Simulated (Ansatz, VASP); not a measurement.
**BH24C12F3 in VASP and in Ansatz**

```
B F C H
1.0
     8.52885    0.00000    0.00000
     0.00000    8.52885    0.00000
     0.00000    0.00000    8.52885
B F C H
1 3 12 24
Cartesian
  8.2739 6.2579 5.1623
  9.1860 5.7237 4.3582
  7.4058 7.1390 4.6877
  8.2357 5.9164 6.4392
  7.5328 4.1918 1.5945
  7.0458 5.4310 1.5397
  3.9185 2.5173 1.3006
  3.9700 3.8185 1.0237
  5.9219 0.7912 6.8780
  5.1943 -0.2958 7.1330
  3.9918 3.9791 5.1743
  5.2674 3.8683 4.8063
  1.7839 6.3784 0.9620
  2.0259 7.4580 0.2226
  0.6218 2.6230 5.9732
  1.1947 1.6383 6.6628
  8.5408 3.9896 1.9587
  6.9409 3.3309 1.2765
  7.6325 6.2978 1.8482
  6.0400 5.6328 1.1697
  3.9526 1.7648 0.5114
  3.8454 2.1544 2.3277
  4.0479 4.1908 0.0009
  3.9344 4.5751 1.8079
  6.6603 0.8117 6.0741
  5.8122 1.7038 7.4682
  5.3061 -1.2076 6.5442
  4.4559 -0.3253 7.9377
  3.2043 4.1900 4.4482
  3.6739 3.8565 6.2102
  5.5855 3.9785 3.7683
  6.0481 3.6507 5.5377
  1.8709 6.3959 2.0497
  1.4762 5.4356 0.5122
  2.3173 8.4106 0.6668
  1.9325 7.4345 -0.8636
  -0.3894 2.9631 6.2008
  1.1381 3.1387 5.1637
  0.6700 1.1297 7.4729
  2.2116 1.3058 6.4469
```

Alike in both runs: functional PBE; dispersion D3(BJ); k mesh 1 × 1 × 1; occupations fermi-dirac, width 0.05 eV; no spin polarisation.

Ansatz relaxed the structure, and its values are those at the end. VASP's run is a single point on that final structure, the one shown.

```csv
,VASP,Ansatz
version,VASP 6.6.1,Ansatz 0.2.0
potentials or method,"VASP PAW PBE potentials, release 64 (B_h, F_h, C_h, H_h), cutoff 910 eV","scalar-relativistic, plane waves, PAW"
valence electrons in the cell,96,96
```

|  | VASP | Ansatz | Ansatz less VASP |
| --- | --- | --- | --- |
| rms of the force components (eV/Å) | 0.023 | 0.023 | -0.0005 |

Noted on VASP's run: the cutoff is short for stress, so the pressure is rough.
